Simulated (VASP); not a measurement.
# B9N8 (a cell with a defect) in VASP: a series of runs

The runs below take B9N8 (a cell with a defect) through single point, with PBEsol, revPBE.

Everything below comes from runs of VASP 6.6.1. Logs are shortened: lines on timing, memory, paths and dates and some standing lists are left out, and cuts for length are marked.

**1. The cell of the first run**

The cell holds a defect, 17 atoms: a = 7.212 Å, b = 3.606 Å, c = 3.606 Å, α = 90.00°, β = 90.00°, γ = 90.00°.

**2. Single point, PBEsol, collinear spin**

File INCAR:

```
SYSTEM = B9N8
PREC     = Accurate       ! precision mode
ENCUT    = 520            ! plane-wave cutoff, eV
EDIFF    = 1E-6           ! SCF threshold, eV
ISMEAR   = -1             ! smearing method
SIGMA    = 0.05           ! smearing width, eV
LREAL    = Auto         
LASPH    = .True.         ! aspherical terms in the spheres
NELM     = 150            ! most SCF steps
ALGO     = Normal         ! electronic algorithm
ISIF     = 2              ! what is computed and relaxed
LWAVE    = .False.        ! write WAVECAR
LCHARG   = .True.         ! write CHGCAR
ISPIN    = 2              ! spin polarisation
MAGMOM   = 0 0 0 0 0 0 0 0.167 0.167 0 0.167 0.167 0 0.167 0 0 0.167 ! initial moments
LORBIT   = 11             ! projections on sites
GGA      = PS             ! functional
LELF     = .True.         ! ELF
LVHAR    = .True.       
NBANDS   = 52             ! bands
```

File KPOINTS:

```
Automatic mesh
0
Gamma
  1 1 1
  0.5 0.5 0.5
```

File POSCAR:

```
B9N8
1.0
    7.2115910000      0.0000000000      0.0000000000
    0.0000000000      3.6057950000      0.0000000000
    0.0000000000      0.0000000000      3.6057950000
B N
9 8
Direct
    0.9981910000      0.0047800000      0.0037260000
    0.4990700000      0.9982060000      0.0041710000
    0.2508300000      0.4953620000      0.9980450000
    0.7497080000      0.5137870000      0.0132020000
    0.2440390000      0.9975720000      0.4863220000
    0.7574440000      0.9822250000      0.5305080000
    0.0036250000      0.4910800000      0.4957720000
    0.4099120000      0.3169150000      0.4882620000
    0.5917380000      0.6788660000      0.4989170000
    0.1257220000      0.2425650000      0.2334470000
    0.6188460000      0.2503980000      0.2614950000
    0.3832950000      0.7514520000      0.2504960000
    0.8719730000      0.7566710000      0.2673100000
    0.3721000000      0.2623510000      0.7505960000
    0.8757910000      0.2498930000      0.7308500000
    0.1272110000      0.7509860000      0.7504990000
    0.6167840000      0.7412650000      0.7428290000
```

Potentials or basis: VASP PAW PBE potentials, release 64 (B, N).

The run is started by

```sh
> cat potpaw_PBE.64/B/POTCAR potpaw_PBE.64/N/POTCAR > POTCAR
> mpirun -np 1 vasp_std > vasp.out
```

OUTCAR:

```text
SYSTEM = B9N8
   PREC = Accurate
   ENCUT = 520
   EDIFF = 1E-6
   ISMEAR = -1
   LREAL = Auto
   LASPH = .True.
   NELM = 150
   ISIF = 2
   ISPIN = 2
   LORBIT = 11
   GGA = PS

 ion  position               nearest neighbor table
   1  0.998  0.005  0.004-  10 1.51  15 1.59  13 1.59  16 1.59
   2  0.499  0.998  0.004-  12 1.51  11 1.56  17 1.57  14 1.61
   3  0.251  0.495  0.998-  14 1.51  10 1.54  16 1.56  12 1.61
   4  0.750  0.514  0.013-  13 1.54  17 1.59  11 1.61  15 1.66
   5  0.244  0.998  0.486-  10 1.53  16 1.55  12 1.59  14 1.63   8 1.66
   6  0.757  0.982  0.531-  15 1.48  13 1.50  17 1.54   9 1.62  11 1.70
   7  0.004  0.491  0.496-  15 1.52  10 1.57  13 1.58  16 1.59
   8  0.410  0.317  0.488-  14 1.00   5 1.66  11 1.73  12 1.80   9 1.85
   9  0.592  0.679  0.499-  17 0.93   6 1.62  12 1.77  11 1.78   8 1.85
  10  0.126  0.243  0.233-   1 1.51   5 1.53   3 1.54   7 1.57
  11  0.619  0.250  0.261-   2 1.56   4 1.61   6 1.70   8 1.73   9 1.78
  12  0.383  0.751  0.250-   2 1.51   5 1.59   3 1.61   9 1.77   8 1.80
  13  0.872  0.757  0.267-   6 1.50   4 1.54   7 1.58   1 1.59
  14  0.372  0.262  0.751-   8 1.00   3 1.51   2 1.61   5 1.63
  15  0.876  0.250  0.731-   6 1.48   7 1.52   1 1.59   4 1.66
  16  0.127  0.751  0.750-   5 1.55   3 1.56   7 1.59   1 1.59
  17  0.617  0.741  0.743-   9 0.93   6 1.54   2 1.57   4 1.59

 -----------------------------------------------------------------------------
|                                                                             |
|           W    W    AA    RRRRR   N    N  II  N    N   GGGG   !!!           |
|           W    W   A  A   R    R  NN   N  II  NN   N  G    G  !!!           |
|           W    W  A    A  R    R  N N  N  II  N N  N  G       !!!           |
|           W WW W  AAAAAA  RRRRR   N  N N  II  N  N N  G  GGG   !            |
|           WW  WW  A    A  R   R   N   NN  II  N   NN  G    G                |
|           W    W  A    A  R    R  N    N  II  N    N   GGGG   !!!           |
|                                                                             |
|     The distance between some ions is very small. Please check the          |
|     nearest-neighbor list in the OUTCAR file.                               |
|     I HOPE YOU KNOW WHAT YOU ARE DOING!                                     |
|                                                                             |
 -----------------------------------------------------------------------------

  LATTYP: Found a simple tetragonal cell.
 ALAT       =     3.6057950000
 C/A-ratio  =     2.0000002773

  Lattice vectors:

 A1 = (   0.0000000000,   3.6057950000,   0.0000000000)
 A2 = (   0.0000000000,   0.0000000000,   3.6057950000)
 A3 = (   7.2115910000,   0.0000000000,   0.0000000000)

Analysis of symmetry for initial positions (statically):
=====================================================================
 Subroutine PRICEL returns:
 Original cell was already a primitive cell.

 Routine SETGRP: Setting up the symmetry group for a
[... 194 lines left out ...]

 spin component 1

 k-point     1 :       0.5000    0.5000    0.5000
  band No.  band energies     occupation
      1     -10.9575      1.00000
      2     -10.2609      1.00000
      3      -9.0971      1.00000
      4      -8.9379      1.00000
      5      -8.7275      1.00000
      6      -8.4249      1.00000
[... 37 lines left out ...]
     44      18.1805      0.00000
     45      18.3975      0.00000
 Fermi energy:        14.2558171840

 spin component 2

 k-point     1 :       0.5000    0.5000    0.5000
  band No.  band energies     occupation
      1     -10.8495      1.00000
      2     -10.1487      1.00000
      3      -9.0414      1.00000
      4      -8.8718      1.00000
      5      -8.6799      1.00000
      6      -8.3913      1.00000
[... 37 lines left out ...]
     44      18.2374      0.00000
     45      18.4300      0.00000
 [bands above 45 left out]

------------------------ aborting loop because EDIFF is reached ----------------------------------------

  FORCE on cell =-STRESS in cart. coord.  units (eV):
  Direction    XX          YY          ZZ          XY          YZ          ZX
  --------------------------------------------------------------------------------------
  -------------------------------------------------------------------------------------
  Total       32.6420565     35.8750950    132.1631996      5.4055631     10.1681514      2.2186369
  in kB      557.7697304    613.0141370   2258.3329649     92.3673255    173.7478481     37.9108618
  external PRESSURE =    1143.0389441 kB  Pullay stress =       0.0000000 kB

 VOLUME and BASIS-vectors are now :
 -----------------------------------------------------------------------------
  energy-cutoff  :      520.00
  volume of cell :       93.76
      direct lattice vectors                 reciprocal lattice vectors
     7.211591000  0.000000000  0.000000000     0.138665656  0.000000000  0.000000000
     0.000000000  3.605795000  0.000000000     0.000000000  0.277331351  0.000000000
     0.000000000  0.000000000  3.605795000     0.000000000  0.000000000  0.277331351

 POSITION                                       TOTAL-FORCE (eV/Angst)
 -----------------------------------------------------------------------------------
      7.19855      0.01724      0.01344        -0.014005     -0.557517     -0.889412
      3.59909      3.59933      0.01504        -0.725184      1.644018      1.589302
      1.80888      1.78617      3.59875         0.830179      2.408761      0.648234
      5.40659      1.85261      0.04760        -0.914112     -3.343807      0.623146
      1.75991      3.59704      1.75358         1.865303     -0.890464     -2.026215
      5.46238      3.54170      1.91290        -1.268441      2.900816     -3.898924
[... 9 lines left out ...]
      0.91739      2.70790      2.70615        -1.081538     -0.811623      0.173546
      4.44799      2.67285      2.67849        16.838939     18.369736     79.624360
 -----------------------------------------------------------------------------------
    total drift:                                0.001004      0.005160      0.005599

  FREE ENERGIE OF THE ION-ELECTRON SYSTEM (eV)
  ---------------------------------------------------
  free  energy   TOTEN  =      -109.4524172302 eV

  energy  without entropy=     -109.4512246927  energy(sigma->0) =     -109.45182096

 total charge

# of ion       s       p       d       tot
------------------------------------------
    1        0.654   1.379   0.000   2.033
    2        0.679   1.357   0.000   2.036
    3        0.681   1.397   0.000   2.078
    4        0.644   1.315   0.000   1.959
    5        0.653   1.412   0.000   2.065
    6        0.676   1.467   0.000   2.143
[... 9 lines left out ...]
   16        1.185   2.790   0.000   3.975
   17        1.346   3.237   0.000   4.582
--------------------------------------------------
tot         16.344  37.294   0.000  53.638

 magnetization (x)

# of ion       s       p       d       tot
------------------------------------------
    1        0.002   0.007   0.000   0.008
    2        0.047  -0.062   0.000  -0.015
    3        0.011   0.013   0.000   0.024
    4        0.015  -0.023   0.000  -0.008
    5        0.001   0.024   0.000   0.025
    6       -0.001   0.017   0.000   0.016
[... 9 lines left out ...]
   16        0.003   0.012   0.000   0.015
   17        0.004   0.033   0.000   0.037
--------------------------------------------------
tot          0.257   0.482   0.000   0.738
```

Wall time 19 s (1 thread of AMD EPYC 9R45 (Zen 5), shared host); peak memory 0.19 GiB.

Results:

- Free energy: -109.4524 eV
- Pressure: 114.3 GPa
- Largest force: 84.993 eV/Å
- Net moment: 1.00 μB per cell
- Site moments: B +0.01, -0.01, +0.02, +0.03, +0.18, +0.19 (each value once); N +0.01, +0.09, +0.05, +0.02, +0.03, +0.04 (each value once) μB
- Valence electrons inside the program's atomic spheres: B 2.03, 2.04, 2.08, 1.96, 2.06, 2.14, 3.10, 3.34 (each value once); N 4.03, 3.86, 3.92, 4.00, 4.47, 3.98, 4.58 (each value once)

Forces in eV/Å, atoms in the order of the input:
```
B    -0.014  -0.558  -0.889
B    -0.725   1.644   1.589
B     0.830   2.409   0.648
B    -0.914  -3.344   0.623
B     1.865  -0.890  -2.026
B    -1.268   2.901  -3.899
B    -0.110   0.665  -0.402
B    15.955  10.805 -50.817
B   -19.707 -21.039 -79.955
N    -1.766   1.191   1.248
N     0.202   1.954   0.259
N    -1.050  -3.834   0.794
N     2.487  -1.121  -2.259
N   -12.137  -9.046  50.915
N     0.596   0.703   4.373
N    -1.082  -0.812   0.174
N    16.839  18.370  79.624
```

Levels at points of the mesh, in eV from the Fermi level:
Spin up:
| k point | band 31 | band 32 | band 33 | band 34 | band 35 | band 36 | band 37 | band 38 |
| --- | --- | --- | --- | --- | --- | --- | --- | --- |
| (0.50, 0.50, 0.50) | -8.11 | -7.40 | -0.59 | -0.48 | 0.33 | 0.93 | 1.35 | 2.52 |
Spin down:
```csv
k point,band 30,band 31,band 32,band 33,band 34,band 35,band 36,band 37
"(0.50, 0.50, 0.50)",-8.21,-8.00,-7.28,-0.33,0.41,0.76,1.13,1.46
```

Caveat: the k points lie up to 1.74 Å⁻¹ apart, too coarse for converged energies, forces and pressures; atoms lie so close that the PAW spheres overlap strongly, which falsifies energies and pressures; the PAW data sets were made with another functional, which shifts forces and pressure a little.

**3. Single point, PBEsol, collinear spin**

File INCAR:

```
SYSTEM = B9N8
  PREC = Accurate
  ENCUT = 520
  EDIFF = 1E-7
  ISMEAR = -1
  SIGMA = 0.05
  LREAL = Auto
  LASPH = .TRUE.
  NELM = 150
  ALGO = Normal
  ISIF = 2
  LWAVE = .FALSE.
  LCHARG = .FALSE.
  ISPIN = 2
  MAGMOM = 0 0 0 0 0 0 0 0.167 0.167 0 0.167 0.167 0 0.167 0 0 0.167
  LORBIT = 11
  GGA = PS
  NBANDS = 52
```

File KPOINTS:

```
Automatic mesh
0
Gamma
  2 2 2
  0.5 0.5 0.5
```

POSCAR is that of step 2.

Potentials or basis: VASP PAW PBE potentials, release 64 (B, N).

The run is started by

```sh
> cat potpaw_PBE.64/B/POTCAR potpaw_PBE.64/N/POTCAR > POTCAR
> mpirun -np 1 vasp_std > vasp.out
```

It took 38 s on 1 thread of AMD EPYC 9R45 (Zen 5), shared host; peak memory 0.19 GiB.

The run converged. Its results:

```
Free energy                                           : -117.6857 eV
Pressure                                              : 102.0 GPa
Largest force                                         : 87.032 eV/Å
Net moment                                            : 0.00 μB per cell
Valence electrons inside the program's atomic spheres : B 2.03, 2.01, 2.04, 1.91, 2.06, 2.14, 3.06, 3.29 (each value once); N 4.00, 3.85, 3.89, 3.97, 4.46, 3.98, 3.95, 4.58
```

Forces in eV/Å, atoms in the order of the input:
```
B    -0.088  -0.563  -0.488
B    -0.057   0.802   3.764
B     0.135   0.411   1.775
B    -0.651  -1.070   1.927
B     0.525  -0.845  -2.221
B    -0.285   2.471  -3.831
B    -0.133   0.815  -0.367
B    16.317  11.495 -51.898
B   -19.789 -21.862 -81.885
N    -1.705   0.718   0.984
N     2.112   0.024  -0.145
N    -2.842  -1.134   0.767
N     2.652  -0.749  -2.037
N   -14.113 -11.224  50.153
N     0.620   0.870   3.428
N    -1.043  -0.812  -0.092
N    18.344  20.653  80.166
```

Stress tensor (GPa, compression positive):
```
 37.32  27.66   4.66
 27.66  49.30  17.14
  4.66  17.14 219.48
```

Levels at points of the mesh, in eV from the Fermi level:
Spin up:
```csv
k point,band 31,band 32,band 33,band 34,band 35,band 36
"(0.25, 0.25, 0.25)",-6.68,-5.78,-1.10,0.17,0.72,1.36
```
Spin down:
| k point | band 30 | band 31 | band 32 | band 33 | band 34 | band 35 | band 36 | band 37 |
| --- | --- | --- | --- | --- | --- | --- | --- | --- |
| (0.25, 0.25, 0.25) | -6.93 | -6.68 | -5.78 | -1.10 | 0.17 | 0.72 | 1.36 | 1.81 |

Caveat: the k points lie up to 0.87 Å⁻¹ apart, too coarse for converged energies, forces and pressures; atoms lie so close that the PAW spheres overlap strongly, which falsifies energies and pressures; the PAW data sets were made with another functional, which shifts forces and pressure a little.

**4. Single point, PBEsol, collinear spin**

File INCAR:

```
PREC = Accurate
ENCUT = 520
EDIFF = 1E-6
ISMEAR = -1
SIGMA = 0.05
LREAL = Auto
LASPH = T
NELM = 150
ALGO = Normal
ISIF = 2
LWAVE = F
LCHARG = F
ISPIN = 2
MAGMOM = 0 0 0 0 0 0 0 0.167 0.167 0 0.167 0.167 0 0.167 0 0 0.167
LORBIT = 11
GGA = PS
NBANDS = 52
NELECT = 61.0
```

KPOINTS is that of step 3.

POSCAR is that of step 3.

The run is started by

```sh
> cat potpaw_PBE.64/B/POTCAR potpaw_PBE.64/N/POTCAR > POTCAR
> mpirun -np 1 vasp_std > vasp.out
```

Wall time 36 s (1 thread of AMD EPYC 9R45 (Zen 5), shared host); peak memory 0.2 GiB.

The run converged. Its results:

```yaml
Free_energy: -173.3143 eV
Largest_force: 84.639 eV/Å
Net_moment: 0.00 μB per cell
Valence_electrons_inside_the_program's_atomic_spheres: B 1.80, 1.81, 1.85, 1.70, 1.90, 1.98, 2.73, 2.97 (each value once); N 3.78, 3.67, 3.72, 3.75, 4.30, 3.73, 3.69, 4.46
```

Forces on the atoms (eV/Å):
```
B    -0.267  -0.855   0.400
B     0.333   0.420  -0.552
B    -0.427   0.868   0.515
B     0.351  -1.843   0.121
B    -2.201  -3.665   1.233
B     1.975   4.631  -1.149
B    -0.324   0.323   1.093
B    17.638  13.153 -48.601
B   -19.692 -23.700 -78.831
N    -0.072   0.801   0.126
N    -0.279   0.930  -0.061
N    -0.858  -1.138   0.440
N     0.789  -0.344  -2.605
N   -14.023 -11.438  47.543
N    -0.230   0.428   1.912
N    -0.180   0.586  -0.805
N    17.466  20.843  79.220
```

Levels at points of the mesh, in eV from the Fermi level:
Spin up:
| k point | band 28 | band 29 | band 30 | band 31 | band 32 | band 33 |
| --- | --- | --- | --- | --- | --- | --- |
| (0.25, 0.25, 0.25) | -1.42 | -0.81 | -0.37 | -0.16 | 0.66 | 4.94 |
Spin down:
```
           k point  band 28  band 29  band 30  band 31  band 32  band 33
(0.25, 0.25, 0.25)    -1.42    -0.81    -0.37    -0.16     0.66     4.94
```

Caveat: the k points lie up to 0.87 Å⁻¹ apart, too coarse for converged energies, forces and pressures; the cell carries a net charge on a neutralising background, which shifts energy and pressure; the cell is charged against a uniform background, so pressure and absolute levels hang on convention; atoms lie so close that the PAW spheres overlap strongly, which falsifies energies and pressures; the PAW data sets were made with another functional, which shifts forces and pressure a little.

(Continued in part 2 of 2.)
